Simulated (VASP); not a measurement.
# ReF3 (Pm-3m) in VASP: a series of runs, part 2 of 2

VASP 6.6.1. The steps go on from the part before.

**3. Single point, PBEsol, collinear spin, ferromagnetic start**

Contents of INCAR:

```
SYSTEM = ReF3
  PREC = Accurate
  ENCUT = 520
  EDIFF = 1E-7
  ISMEAR = 0
  SIGMA = 0.05
  LREAL = .False.
  LASPH = .True.
  NELM = 150
  ALGO = Normal
  ISIF = 2
  LWAVE = .False.
  LCHARG = .False.
  ISPIN = 2
  MAGMOM = 1.13 0 0 0
  LORBIT = 11
  LMAXMIX = 4
  GGA = PS
  NBANDS = 26
```

Contents of KPOINTS:

```
Automatic mesh
0
Gamma
  10 10 10
  0 0 0
```

Contents of POSCAR:

```
ReF3
1.0
    4.0727436752      0.0000000000      0.0000000000
    0.0000000000      4.0727436752      0.0000000000
    0.0000000000      0.0000000000      4.0727436752
Re F
1 3
Direct
    0.0000000000      0.0000000000      0.0000000000
    0.5000000000      0.0000000000      0.0000000000
    0.0000000000      0.0000000000      0.5000000000
    0.0000000000      0.5000000000      0.0000000000
```

Potentials or basis: VASP PAW PBE potentials, release 64 (Re, F).

Launch:

```console
cat potpaw_PBE.64/Re/POTCAR potpaw_PBE.64/F/POTCAR > POTCAR
mpirun -np 1 vasp_std > vasp.out
```

OUTCAR:

```text
SYSTEM = ReF3
   PREC = Accurate
   ENCUT = 520
   EDIFF = 1E-7
   ISMEAR = 0
   LREAL = .False.
   LASPH = .True.
   NELM = 150
   ISIF = 2
   ISPIN = 2
   LORBIT = 11
   GGA = PS

 ion  position               nearest neighbor table
   1  0.000  0.000  0.000-   2 2.04   3 2.04   4 2.04   3 2.04   4 2.04   2 2.04
   2  0.500  0.000  0.000-   1 2.04   1 2.04
   3  0.000  0.000  0.500-   1 2.04   1 2.04
   4  0.000  0.500  0.000-   1 2.04   1 2.04

  LATTYP: Found a simple cubic cell.
 ALAT       =     4.0727436752

  Lattice vectors:

 A1 = (   4.0727436752,   0.0000000000,   0.0000000000)
 A2 = (   0.0000000000,   4.0727436752,   0.0000000000)
 A3 = (   0.0000000000,   0.0000000000,   4.0727436752)

Analysis of symmetry for initial positions (statically):
=====================================================================
 Subroutine PRICEL returns:
 Original cell was already a primitive cell.

 Routine SETGRP: Setting up the symmetry group for a
 simple cubic supercell.

 Subroutine GETGRP returns: Found 48 space group operations
 (whereof 48 operations were pure point group operations)
 out of a pool of 48 trial point group operations.

The static configuration has the point symmetry O_h .

Analysis of symmetry for dynamics (positions and initial velocities):
=====================================================================
 Subroutine PRICEL returns:
 Original cell was already a primitive cell.

 Routine SETGRP: Setting up the symmetry group for a
 simple cubic supercell.

 Subroutine GETGRP returns: Found 48 space group operations
 (whereof 48 operations were pure point group operations)
 out of a pool of 48 trial point group operations.

The dynamic configuration has the point symmetry O_h .

Analysis of structural, dynamic, and magnetic symmetry:
=====================================================================
 Subroutine PRICEL returns:
 Original cell was already a primitive cell.

 Routine SETGRP: Setting up the symmetry group for a
 simple cubic supercell.

 Subroutine GETGRP returns: Found 48 space group operations
 (whereof 48 operations were pure point group operations)
 out of a pool of 48 trial point group operations.

[... 150 lines left out ...]
  energy without entropy =      -24.48846246  energy(sigma->0) =      -24.49029512

 E-fermi :   1.6655     XC(G=0):  -8.5120

 val. band max:        1.6600827275   @ k =   0.5000   0.3000   0.1000
 cond. band min:       1.6657992289   @ k =   0.3000   0.3000   0.1000
 fundamental gap:      0.0057165014
 Fermi energy:         1.6655274046

 spin component 1

 k-point     1 :       0.0000    0.0000    0.0000
  band No.  band energies     occupation
      1     -24.4106      1.00000
      2     -24.0342      1.00000
      3     -24.0342      1.00000
      4      -6.4487      1.00000
      5      -6.4487      1.00000
      6      -6.4487      1.00000
[... 685 lines left out ...]
     25      15.9471      0.00000
     26      16.1161      0.00000

 [... further k-points ...]

 spin component 2

 k-point     1 :       0.0000    0.0000    0.0000
  band No.  band energies     occupation
      1     -24.2411      1.00000
      2     -23.8668      1.00000
      3     -23.8668      1.00000
      4      -6.3351      1.00000
      5      -6.3351      1.00000
      6      -6.3351      1.00000
[... 685 lines left out ...]
     25      16.1662      0.00000
     26      16.4233      0.00000

 [... further k-points ...]
[... 5 lines left out ...]
  --------------------------------------------------------------------------------------
  -------------------------------------------------------------------------------------
  Total       -1.4940158     -1.4940158     -1.4940158     -0.0000000     -0.0000000      0.0000000
  in kB      -35.4327233    -35.4327233    -35.4327233     -0.0000000     -0.0000000      0.0000000
  external PRESSURE =     -35.4327233 kB  Pullay stress =       0.0000000 kB

 VOLUME and BASIS-vectors are now :
 -----------------------------------------------------------------------------
  energy-cutoff  :      520.00
  volume of cell :       67.56
      direct lattice vectors                 reciprocal lattice vectors
     4.072743675  0.000000000  0.000000000     0.245534725  0.000000000  0.000000000
     0.000000000  4.072743675  0.000000000     0.000000000  0.245534725  0.000000000
     0.000000000  0.000000000  4.072743675     0.000000000  0.000000000  0.245534725

 POSITION                                       TOTAL-FORCE (eV/Angst)
 -----------------------------------------------------------------------------------
      0.00000      0.00000      0.00000         0.000000      0.000000      0.000000
      2.03637      0.00000      0.00000         0.000000      0.000000      0.000000
      0.00000      0.00000      2.03637         0.000000      0.000000      0.000000
      0.00000      2.03637      0.00000         0.000000      0.000000      0.000000
 -----------------------------------------------------------------------------------
    total drift:                                0.000000      0.000000      0.000000

  FREE ENERGIE OF THE ION-ELECTRON SYSTEM (eV)
  ---------------------------------------------------
  free  energy   TOTEN  =       -24.4921277858 eV

  energy  without entropy=      -24.4884624572  energy(sigma->0) =      -24.49029512

 total charge

# of ion       s       p       d       tot
------------------------------------------
    1        0.348   0.450   4.708   5.507
    2        1.724   4.353   0.000   6.077
    3        1.724   4.353   0.000   6.077
    4        1.724   4.353   0.000   6.077
--------------------------------------------------
tot          5.520  13.510   4.708  23.739

 magnetization (x)

# of ion       s       p       d       tot
------------------------------------------
    1        0.009   0.007   1.593   1.609
    2       -0.000   0.081   0.000   0.081
    3       -0.000   0.081   0.000   0.081
    4       -0.000   0.081   0.000   0.081
--------------------------------------------------
tot          0.009   0.251   1.593   1.852
```

stdout:

```text
POSCAR found type information on POSCAR ReF
 POSCAR found :  2 types and       4 ions
 scaLAPACK will be used
 -----------------------------------------------------------------------------
|                                                                             |
|                                                                             |
|     You enforced a specific xc type in the INCAR file but a different       |
|     I HOPE YOU KNOW WHAT YOU ARE DOING!                                     |
|                                                                             |
 -----------------------------------------------------------------------------

 LDA part: xc-table for (Slater+PW92), standard interpolation
 POSCAR, INCAR and KPOINTS ok, starting setup
 FFT: planning ... GRIDC
 FFT: planning ... GRID_SOFT
 FFT: planning ... GRID
 WAVECAR not read
 entering main loop
```

Run time: 2.9 min. Hardware: 1 thread of Oxide Virtual Turin-like, shared host; peak memory 0.25 GiB.

What came out:

```
Free energy                                           : -24.4921 eV
Pressure                                              : -3.5 GPa
Net moment                                            : 1.92 μB per cell
Site moments                                          : Re +1.61; F +0.08 μB
Valence electrons inside the program's atomic spheres : Re 5.51; F 6.08
```

Levels at points of the mesh, in eV from the Fermi level:
Spin up:
| k point | band 11 | band 12 | band 13 | band 14 | band 15 | band 16 | band 17 | band 18 | band 19 | band 20 |
| --- | --- | --- | --- | --- | --- | --- | --- | --- | --- | --- |
| (0.00, 0.00, 0.00) | -6.40 | -6.40 | -2.25 | -2.25 | -2.25 | 0.08 | 0.08 | 1.22 | 7.73 | 10.70 |
| (0.50, 0.00, 0.00) | -6.44 | -6.44 | -2.21 | -0.88 | -0.88 | 0.10 | 1.38 | 4.84 | 5.21 | 10.28 |
| (0.50, 0.50, 0.00) | -6.74 | -5.86 | -0.86 | -0.86 | 0.04 | 0.76 | 4.34 | 6.88 | 6.88 | 6.94 |
| (0.50, 0.50, 0.50) | -5.86 | -5.86 | 0.06 | 0.06 | 0.06 | 4.35 | 4.35 | 6.63 | 8.35 | 8.35 |
Spin down:
```csv
k point,band 9,band 10,band 11,band 12,band 13,band 14,band 15,band 16,band 17,band 18
"(0.00, 0.00, 0.00)",-6.31,-6.18,-6.18,-6.18,-0.96,-0.96,-0.96,0.83,0.83,1.61
"(0.50, 0.00, 0.00)",-6.81,-6.29,-6.24,-6.24,-0.93,0.30,0.30,0.85,2.07,4.97
"(0.50, 0.50, 0.00)",-6.93,-6.53,-6.53,-5.64,0.33,0.33,1.23,1.51,4.94,7.05
"(0.50, 0.50, 0.50)",-8.06,-5.64,-5.64,-5.64,1.26,1.26,1.26,4.95,4.95,6.71
```

Caveat: the PAW data sets were made with another functional, which shifts forces and pressure a little; spin-orbit coupling is left out, which moves the levels of the heavy elements.
